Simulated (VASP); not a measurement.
Si, 4 atoms in the cell. It takes space group P6_3/mmc (No. 194, hexagonal). Conventional cell: a = 3.773 Å, b = 3.773 Å, c = 6.235 Å, α = 90.00°, β = 90.00°, γ = 120.00°. Within 3.1 Å of Si (site symmetry 3m) lie 4 Si at 2.32 to 2.33 Å.  This cell differs from its parent crystal: volume changed by -6%.

```yaml
Program: VASP 6.6.1
Task: single point
Functional: PBE
Potentials_or_basis: VASP PAW PBE potentials, release 64 (Si)
Cutoff: 520 eV
k_mesh: 6 × 6 × 4
Occupations: gaussian, width 0.01 eV
Spin: no spin polarisation
Dipole_correction: no
Further_INCAR_settings: ALGO = Normal; EDIFF = 1e-07; NBANDS = 16
```

Potentials or basis: VASP PAW PBE potentials, release 64 (Si).

Command:

```bash
$ cat potpaw_PBE.64/Si/POTCAR > POTCAR
$ mpirun -np 1 vasp_std > vasp.out
```

Hardware: 1 thread of Intel(R) Xeon(R) 6975P-C (Granite Rapids) (shared host).

Problem. How long does it take, and how much memory?

Solution. It took 22 s on 1 thread of Intel(R) Xeon(R) 6975P-C (Granite Rapids) (shared host), peak memory 0.18 GiB. Counts: scf iterations 14, k points 21.
